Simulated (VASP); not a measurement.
Crystal: Tc.

```xyz
1
Lattice="0.0000 1.9693 1.9693 1.9693 0.0000 1.9693 1.9693 1.9693 0.0000" Properties=species:S:1:pos:R:3 pbc="T T T"
Tc    0.0000    0.0000    0.0000
```

This isn't the form of Tc at room conditions, which is hcp.

| Item | Value |
| --- | --- |
| Program | VASP 6.6.1 |
| Task | relaxation of cell and atoms |
| Functional | PBEsol |
| Potentials or basis | VASP PAW PBE potentials, release 64 (Tc_pv) |
| Cutoff | 700 eV |
| k mesh | 16 × 16 × 16 |
| Occupations | methfessel-paxton, width 0.05 eV |
| Spin | no spin polarisation |

At the start: pressure -22.6 GPa; volume 15.27 Å³/atom.

Question: Where does the relaxation end?

Answer: Over 7 steps the energy falls by 92.4 meV/atom and the volume is 14.05 Å³/atom (-8.0 %); space group Fm-3m (No. 225, to 0.1 Å) before and after.

Step by step:
```
step  energy change (eV)  largest force (eV/Å)  pressure (GPa)  volume (Å³)
   1              0.0000                0.0000          -22.59        15.27
   2              0.9528                0.0000          135.89        10.99
   3             -0.0922                0.0000           -2.73        14.17
   4             -0.0932                0.0000           -0.77        14.08
   5             -0.0932                0.0000            0.01        14.05
   6             -0.0924                0.0000            0.01        14.05
   7             -0.0924                0.0000            0.01        14.05
```

Final structure:
```xyz
1
Lattice="0.0000 1.9152 1.9152 1.9152 0.0000 1.9152 1.9152 1.9152 0.0000" Properties=species:S:1:pos:R:3 pbc="T T T"
Tc    0.0000    0.0000    0.0000
```

Where two steps share one volume, the run began anew on that cell with a basis built for it.

Caveat: the PAW data sets were made with another functional, which shifts forces and pressure a little.
